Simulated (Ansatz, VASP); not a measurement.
**One calculation of BiIr, two programs**

INCAR

```
PREC = Accurate
ENCUT = 520
EDIFF = 1E-8
ISMEAR = -1
SIGMA = 0.05
LREAL = F
LASPH = T
NELM = 100
ALGO = Normal
ISIF = 2
LWAVE = F
LCHARG = F
GGA = PE
LEFG = T
NBANDS = 32
```

The input KPOINTS:

```
regular mesh
0
Gamma
  9 9 5
```

File POSCAR:

```
BiIr
1.0
    4.1827179738      0.0000000000      0.0000000000
   -2.0913589870      3.6223400222      0.0000000000
    0.0000000000      0.0000000000      7.5548139708
Ir Bi
2 2
Direct
    0.3333333333      0.6666666667      0.0101404198
    0.6666666667      0.3333333333      0.5101404198
    0.3333333333      0.6666666667      0.3658595802
    0.6666666667      0.3333333333      0.8658595802
```

Input for Ansatz:

```yaml
crystal:
  lattice:
    - [4.1827179738, 0.0, 0.0]
    - [-2.091358987, 3.6223400222, 0.0]
    - [0.0, 0.0, 7.5548139708]
  atoms:
    - { symbol: Ir, position: [0.3333333333, 0.6666666667, 0.0101404198] }
    - { symbol: Ir, position: [0.6666666667, 0.3333333333, 0.5101404198] }
    - { symbol: Bi, position: [0.3333333333, 0.6666666667, 0.3658595802] }
    - { symbol: Bi, position: [0.6666666667, 0.3333333333, 0.8658595802] }
kpoints:
  mp_grid: { grid: [9, 9, 5] }
  band_path:
    path:
      - [0.0, 0.0, 0.0]
      - [0.5, 0.0, 0.0]
      - [0.3333333333, 0.3333333333, 0.0]
      - [0.0, 0.0, 0.0]
      - [0.0, 0.0, 0.5]
      - [0.5, 0.0, 0.5]
      - [0.3333333333, 0.3333333333, 0.5]
      - [0.0, 0.0, 0.5]
      - [0.5, 0.0, 0.5]
    npoints: 8
scf:
  occupations: { method: fermi_dirac, width: 0.05 }
hamiltonian:
  xc: pbe
  pseudopotentials: { kind: paw }
output:
  forces: true
  stress: true
  eigenvalues: true
  efg: { contact_densities: true }
  populations: true
  bader: true
  dos: { projected: true, de: 0.2, e_range: [-14, 8] }
```

Alike in both runs: task electric field gradients; functional PBE; k mesh 9 × 9 × 5; occupations fermi-dirac, width 0.05 eV; no spin polarisation.

|  | VASP | Ansatz |
| --- | --- | --- |
| version | VASP 6.6.1 | Ansatz 0.2.0 |
| potentials or method | VASP PAW PBE potentials, release 64 (Ir, Bi_d) | PAW with Ansatz's default frozen-core files, scalar-relativistic |
| plane-wave cutoff (eV) | 520 | 420 |
| valence electrons in the cell | 48 | 64 |

Ansatz gave:

| Property | Result |
| --- | --- |
| pressure (GPa) | 0.0 |
| rms of the force components (eV/Å) | 0.002 |
| size of Vzz on the site where it differs most (V/Å²) | 49.4 |

Q: Estimate VASP's values.

A: Pressure (GPa): 0.0; rms of the force components (eV/Å): 0.005; size of Vzz on the site where it differs most (V/Å²): 65.9.

Atom by atom the forces differ by 0.002 eV/Å (rms over components). The functional is the same, so the differences come from potentials, cutoffs and numerics. VASP's potentials hold 48 valence electrons a cell and Ansatz's 64, so a difference there can come from the potentials and not from the codes.

Neither program's run includes spin-orbit coupling.
